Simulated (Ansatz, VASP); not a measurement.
**One calculation of TaCd, two programs**

```
CELL_PARAMETERS angstrom
1.41757 -0.81843 5.15468
0.00000 1.63687 5.15468
-1.41757 -0.81843 5.15468
ATOMIC_POSITIONS crystal
Cd 0.00000 0.00000 0.00000
Ta 0.50000 0.50000 0.50000
```

Change from the starting cell: z stretched by +3 % at fixed volume, crystal datasets.

Alike in both runs: task electric field gradients; functional LDA; k mesh 13 × 13 × 13; occupations fermi-dirac, width 0.03 eV; no spin polarisation.

```csv
,VASP,Ansatz
version,VASP 6.6.1,Ansatz 0.2.0
potentials or method,"VASP PAW LDA potentials, release 64 (Cd, Ta_pv), cutoff 520 eV","all-electron PAW with datasets made for the crystal, scalar-relativistic"
```

Ansatz gave:

```
pressure (GPa)                                                : 0.8
traceless stress, the component that is largest in VASP (GPa) : -6.07
size of Vzz on the site where it differs most (V/Å²)          : 278.0
```

Problem. Estimate VASP's values.

Solution. Pressure (GPa): 1.9; traceless stress, the component that is largest in VASP (GPa): -6.11; size of Vzz on the site where it differs most (V/Å²): 193.4.

LDA's correlation is that of Perdew and Zunger in VASP and of Perdew and Wang (1992) in Ansatz. Ansatz ran all-electron here, and VASP with PAW potentials.

Spin-orbit coupling is off throughout.
